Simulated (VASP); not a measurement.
**Ta: single point with r2SCAN**

The system is Ta, a slab with vacuum.

```
Ta
1.0
     3.30457    0.00000    0.00000
     0.00000    3.30457    0.00000
     0.00000    0.00000   24.91372
Ta
7
Direct
  0.50000 0.50000 0.30746
  0.00000 0.00000 0.36576
  0.50000 0.50000 0.43220
  0.00000 0.00000 0.50000
  0.50000 0.50000 0.56780
  0.00000 0.00000 0.63424
  0.50000 0.50000 0.69254
```

* Program: VASP 6.6.1
* Task: single point
* Functional: r2SCAN
* Potentials or basis: VASP PAW PBE potentials, release 64 (Ta_pv)
* Cutoff: 520 eV
* k mesh: 11 × 11 × 1
* Occupations: gaussian, width 0.1 eV
* Spin: no spin polarisation
* Dipole correction: yes
* Further INCAR settings: ALGO = Normal; EDIFF = 1e-06; NBANDS = 48

The largest force is 0.033 eV/Å and the band gap on the k mesh is zero (an odd number of electrons rules out a gap without spin polarisation).

Forces in eV/Å, atoms in the order of the input:
```
Ta   0.000  0.000 -0.033
Ta   0.000  0.000 -0.018
Ta   0.000  0.000  0.012
Ta   0.000  0.000  0.000
Ta   0.000  0.000 -0.012
Ta   0.000  0.000  0.018
Ta   0.000  0.000  0.033
```

Levels at points of the mesh, in eV from the Fermi level:
| k point | band 36 | band 37 | band 38 | band 39 | band 40 | band 41 | band 42 | band 43 |
| --- | --- | --- | --- | --- | --- | --- | --- | --- |
| (0.00, 0.00, 0.00) | 0.64 | 0.64 | 0.71 | 0.71 | 0.74 | 0.77 | 0.82 | 0.82 |

It took 17 min on 1 thread of AMD EPYC 9R45 96-Core Processor (Zen 5), on a shared host, peak memory 0.48 GiB.

Caveat: the PAW data sets were made with another functional, which shifts forces and pressure a little; spin-orbit coupling is left out, which moves the levels of the heavy elements.
